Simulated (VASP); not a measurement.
Wanted: the native input for a VASP 6.6.1 run.

```
Task                   : single point
Functional             : PBE
Dispersion             : D3(BJ)
Potentials or basis    : VASP PAW PBE potentials, release 64 (Si, Al)
Cutoff                 : 520 eV
k mesh                 : 3 × 3 × 3
Occupations            : gaussian, width 0.1 eV
Spin                   : no spin polarisation
Dipole correction      : no
Further INCAR settings : LREAL = Auto; ALGO = Normal; EDIFF = 1e-06; NBANDS = 68
```

The structure of Al30Si (a cell with a defect) lies in POSCAR:

```
Al30Si
1.0
    8.1000000000      0.0000000000      0.0000000000
    0.0000000000      8.1000000000      0.0000000000
    0.0000000000      0.0000000000      8.1000000000
Si Al
1 30
Direct
    0.7505382716      0.0000000000     -0.2505382716
    0.7473695062      0.2440785185     -0.0016669136
    0.7478686420      0.0000000000      0.2493459259
   -0.0004813580      0.0000000000     -0.0017002469
    0.2521146914      0.2483253086     -0.0002365432
    0.4997469136      0.5000000000      0.0002530864
    0.7473695062      0.7559214815     -0.0016669136
    0.2522219753      0.0000000000      0.2477780247
    0.5002365432      0.2483253086      0.2478853086
    0.7504444444      0.5000000000      0.2503585185
    0.5017002469      0.0000000000      0.5004813580
    0.7504820988      0.2494740741      0.5012603704
    0.0000001235      0.5000000000      0.0002050617
    0.2521146914      0.7516746914     -0.0002365432
   -0.0004958025      0.2510196296      0.2502935802
    0.2501871605      0.5000000000      0.2498128395
    0.5002365432      0.7516746914      0.2478853086
   -0.0016954321      0.0000000000      0.5016954321
    0.2497064198      0.2510196296      0.5004958025
    0.4997949383      0.5000000000      0.4999998765
    0.7504820988      0.7505259259      0.5012603704
    0.2506540741      0.0000000000      0.7521313580
    0.5016669136      0.2440785185      0.7526304938
    0.7504017284      0.5000000000      0.7495982716
   -0.0004958025      0.7489803704      0.2502935802
   -0.0006633333      0.5000000000      0.5006633333
    0.2497064198      0.7489803704      0.5004958025
   -0.0012603704      0.2494740741      0.7495179012
    0.2496414815      0.5000000000      0.7495555556
    0.5016669136      0.7559214815      0.7526304938
   -0.0012603704      0.7505259259      0.7495179012
```

These files were run (other wordings do the same):

INCAR

```
SYSTEM = Al30Si
PREC     = Accurate       ! precision mode
ENCUT    = 520            ! plane-wave cutoff, eV
EDIFF    = 1E-6           ! SCF threshold, eV
ISMEAR   = 0              ! smearing method
SIGMA    = 0.1            ! smearing width, eV
LREAL    = Auto         
LASPH    = .TRUE.         ! aspherical terms in the spheres
NELM     = 60             ! most SCF steps
ALGO     = Normal         ! electronic algorithm
ISIF     = 2              ! what is computed and relaxed
LWAVE    = .FALSE.        ! write WAVECAR
LCHARG   = .FALSE.        ! write CHGCAR
GGA      = PE             ! functional
IVDW     = 12             ! dispersion correction
NBANDS   = 68             ! bands
```

KPOINTS

```
regular mesh
0
G
  3 3 3
  0 0 0
```

Potentials or basis: VASP PAW PBE potentials, release 64 (Si, Al).

Launch:

```bash
$ cat potpaw_PBE.64/Si/POTCAR potpaw_PBE.64/Al/POTCAR > POTCAR
$ mpirun -np 1 vasp_std > vasp.out
```

It gave:

```
Pressure                   : -4.7 GPa
Largest force              : 0.007 eV/Å
Band gap on the k mesh     : zero (bands 47 and 48 overlap by 0.31 eV)
Dispersion energy per atom : -0.324 eV
```

It took 3.2 min on 1 thread of AMD EPYC 9R45 96-Core Processor (Zen 5), on a shared host, peak memory 0.52 GiB.
